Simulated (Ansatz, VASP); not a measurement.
# Two plane-wave programs on Tl

```
CELL_PARAMETERS angstrom
3.61243 0.00000 0.00000
-1.80621 3.12846 0.00000
0.00000 0.00000 5.56527
ATOMIC_POSITIONS crystal
Tl 0.33333 0.66667 0.75000
Tl 0.66667 0.33333 0.25000
```

Alike in both runs: task relaxation of cell and atoms; functional PBE; k mesh 15 × 15 × 8; occupations gaussian, width 0.1 eV; no spin polarisation.

```csv
,VASP,Ansatz
version,VASP 6.6.1,Ansatz 0.2.0
potentials or method,"VASP PAW PBE potentials, release 64 (Tl_d), cutoff 600 eV","scalar-relativistic, plane waves, PAW"
valence electrons in the cell,26,26
```

|  | VASP | Ansatz | Ansatz less VASP |
| --- | --- | --- | --- |
| gap on the k mesh at the Fermi level, each at its own relaxed structure (eV) | none | none | - |
| relaxed volume (Å³/atom) | 31.42 | 31.45 | +0.032 |
| relaxed length of the cell vector where the two differ most in proportion (Å) | 3.611 | 3.612 | +0.0014 |

A gap of «none» marks a metal or a gap that the smearing closes.

Spin-orbit coupling is off throughout.
